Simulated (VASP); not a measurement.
# KI (Fm-3m) in VASP: further runs, part 3 of 3

VASP 6.6.1.

### Step 5. Phonons, r2SCAN

This run uses another cell than the first one, of 44.59 Å³/atom.

The input, INCAR:

```
ALGO = Normal
EDIFF = 1E-8
ENCUT = 520
IBRION = 6
ISIF = 2
ISMEAR = 0
LASPH = T
LCHARG = F
LMIXTAU = T
LREAL = F
LWAVE = F
METAGGA = R2SCAN
NBANDS = 15
NELM = 60
NFREE = 2
NSW = 1
POTIM = 0.015
PREC = Accurate
SIGMA = 0.01
```

The input, KPOINTS:

```
k-points
0
Gamma
  6 6 6
```

The input, POSCAR:

```
KI
1.0
    3.5459548430      3.5459548430      0.0000000000
   -3.5459548430      3.5459548430      0.0000000000
    0.0000000000      3.5459548430      3.5459548430
K I
1 1
Direct
    0.0000000000      0.0000000000      0.0000000000
    0.5000000000      0.5000000000      0.0000000000
```

Potentials or basis: VASP PAW PBE potentials, release 64 (K_sv, I).

Started as:

```sh
> cat potpaw_PBE.64/K_sv/POTCAR potpaw_PBE.64/I/POTCAR > POTCAR
> mpirun -np 1 vasp_std > vasp.out
```

OUTCAR:

```text
EDIFF = 1E-8
   ENCUT = 520
   IBRION = 6
   ISIF = 2
   ISMEAR = 0
   LASPH = T
   LREAL = F
   METAGGA = R2SCAN
   NELM = 60
   NFREE = 2
   NSW = 1
   POTIM = 0.015
   PREC = Accurate

 ion  position               nearest neighbor table
   1  0.000  0.000  0.000-   2 3.55   2 3.55   2 3.55   2 3.55   2 3.55   2 3.55
   2  0.500  0.500  0.000-   1 3.55   1 3.55   1 3.55   1 3.55   1 3.55   1 3.55

  LATTYP: Found a face centered cubic cell.
 ALAT       =     7.0919096860

  Lattice vectors:

 A1 = (   0.0000000000,   3.5459548430,   3.5459548430)
 A2 = (   3.5459548430,   0.0000000000,   3.5459548430)
 A3 = (   3.5459548430,   3.5459548430,   0.0000000000)

Analysis of symmetry for initial positions (statically):
=====================================================================
 Subroutine PRICEL returns:
 Original cell was already a primitive cell.

 Routine SETGRP: Setting up the symmetry group for a
 face centered cubic supercell.

 Subroutine GETGRP returns: Found 48 space group operations
 (whereof 48 operations were pure point group operations)
 out of a pool of 48 trial point group operations.

The static configuration has the point symmetry O_h .

Analysis of symmetry for dynamics (positions and initial velocities):
=====================================================================
 Subroutine PRICEL returns:
 Original cell was already a primitive cell.

 Routine SETGRP: Setting up the symmetry group for a
 face centered cubic supercell.

 Subroutine GETGRP returns: Found 48 space group operations
 (whereof 48 operations were pure point group operations)
 out of a pool of 48 trial point group operations.

The dynamic configuration has the point symmetry O_h .

[... 306 lines left out ...]
      5     -11.6085      2.00000
      6      -0.8128      2.00000
      7      -0.8128      2.00000
      8      -0.8128      2.00000
      9       3.7666      0.00000
     10       6.2414      0.00000
     11       6.2414      0.00000
     12       6.2414      0.00000
     13       7.0850      0.00000
     14       7.0854      0.00000
[... 401 lines left out ...]
      2     -13.2603      2.00000
      3     -13.2173      2.00000
      4     -13.2173      2.00000
      5     -11.4527      2.00000
      6      -1.7440      2.00000
      7      -1.1034      2.00000
      8      -1.1034      2.00000
      9       4.8608      0.00000
     10       5.5575      0.00000
     11       7.7302      0.00000
     12       7.8650      0.00000
     13       8.6326      0.00000
     14       8.6327      0.00000
     15       9.9187      0.00000

 [... further k-points ...]

------------------------ aborting loop because EDIFF is reached ----------------------------------------

  FORCE on cell =-STRESS in cart. coord.  units (eV):
  Direction    XX          YY          ZZ          XY          YZ          ZX
  --------------------------------------------------------------------------------------
  -------------------------------------------------------------------------------------
  Total        0.0032048      0.0013070      0.0013070      0.0000000      0.0000000      0.0000000
  in kB        0.0575812      0.0234831      0.0234831      0.0000000      0.0000000      0.0000000
  external PRESSURE =       0.0348491 kB  Pullay stress =       0.0000000 kB
[... 17 lines left out ...]
  FREE ENERGIE OF THE ION-ELECTRON SYSTEM (eV)
  ---------------------------------------------------
  free  energy   TOTEN  =       -33.9842252001 eV

  energy  without entropy=      -33.9842252001  energy(sigma->0) =      -33.98422520

 INTERNAL STRAIN TENSORS FROM DISPLACED ATOMS
 ============================================

 INTERNAL STRAIN TENSOR FOR ION    1 for displacements in x,y,z  (eV/Angst):
          X           Y           Z          XY          YZ          ZX
  --------------------------------------------------------------------------------
  x     0.00000     0.00000     0.00000     0.00000     0.00000     0.00000
  y     0.00000     0.00000     0.00000     0.00000     0.00000     0.00000
  z     0.00000     0.00000     0.00000     0.00000     0.00000     0.00000

 INTERNAL STRAIN TENSOR FOR ION    2 for displacements in x,y,z  (eV/Angst):
          X           Y           Z          XY          YZ          ZX
  --------------------------------------------------------------------------------
  x     0.00000     0.00000     0.00000     0.00000     0.00000     0.00000
  y     0.00000     0.00000     0.00000     0.00000     0.00000     0.00000
  z     0.00000     0.00000     0.00000     0.00000     0.00000     0.00000

 Eigenvectors and eigenvalues of the dynamical matrix
 ----------------------------------------------------

   1 f  =    3.040996 THz    19.107142 2PiTHz  101.436714 cm-1    12.576544 meV
             X         Y         Z           dx          dy          dz
      0.000000  0.000000  0.000000    -0.341469    0.406828   -0.693773
      0.000000  3.545955  0.000000     0.190084   -0.226467    0.386199
[... 21 lines left out ...]
   6 f/i=    0.003730 THz     0.023438 2PiTHz    0.124428 cm-1     0.015427 meV
             X         Y         Z           dx          dy          dz
      0.000000  0.000000  0.000000    -0.018838   -0.079629    0.479451
      0.000000  3.545955  0.000000    -0.033840   -0.143046    0.861292

 ELASTIC MODULI CONTR FROM IONIC RELAXATION (kBar)
 Direction    XX          YY          ZZ          XY          YZ          ZX
 --------------------------------------------------------------------------------
 XX           0.0000      0.0000      0.0000      0.0000      0.0000      0.0000
 YY           0.0000      0.0000      0.0000      0.0000      0.0000      0.0000
 ZZ           0.0000      0.0000      0.0000      0.0000      0.0000      0.0000
 XY           0.0000      0.0000      0.0000      0.0000      0.0000      0.0000
 YZ           0.0000      0.0000      0.0000      0.0000      0.0000      0.0000
 ZX           0.0000      0.0000      0.0000      0.0000      0.0000      0.0000
 --------------------------------------------------------------------------------
```

stdout:

```text
POSCAR found type information on POSCAR K I
 POSCAR found :  2 types and       2 ions
 scaLAPACK will be used
 -----------------------------------------------------------------------------
|                                                                             |
|                                                                             |
|     You enforced a specific xc type in the INCAR file but a different       |
|     I HOPE YOU KNOW WHAT YOU ARE DOING!                                     |
|                                                                             |
 -----------------------------------------------------------------------------

 LDA part: xc-table for (None), standard interpolation
 POSCAR, INCAR and KPOINTS ok, starting setup
 FFT: planning ... GRIDC
 FFT: planning ... GRID_SOFT
 FFT: planning ... GRID
 WAVECAR not read
 entering main loop
 Found     2 degrees of freedom:
 Finite differences POTIM= 0.01500 DOF=   2
 bond charge predicted
 Finite differences progress:
 bond charge predicted
 Finite differences progress:
 bond charge predicted
 Finite differences progress:
 bond charge predicted
 Finite differences progress:
```

Wall time 16 min (1 thread of AMD EPYC 9755, shared host); peak memory 0.26 GiB.

What came out:

| Property | Result |
| --- | --- |
| Highest phonon frequency at Γ, LO-TO splitting left out | 101 cm⁻¹ |

Phonon frequencies in cm⁻¹ (negative: imaginary):
```csv
q point,frequencies
"(0.000, 0.000, 0.000)",0 0 0 101 101 101
```

Caveat: the PAW data sets were made with another functional, which shifts forces and pressure a little; spin-orbit coupling is left out, which moves the levels of the heavy elements.
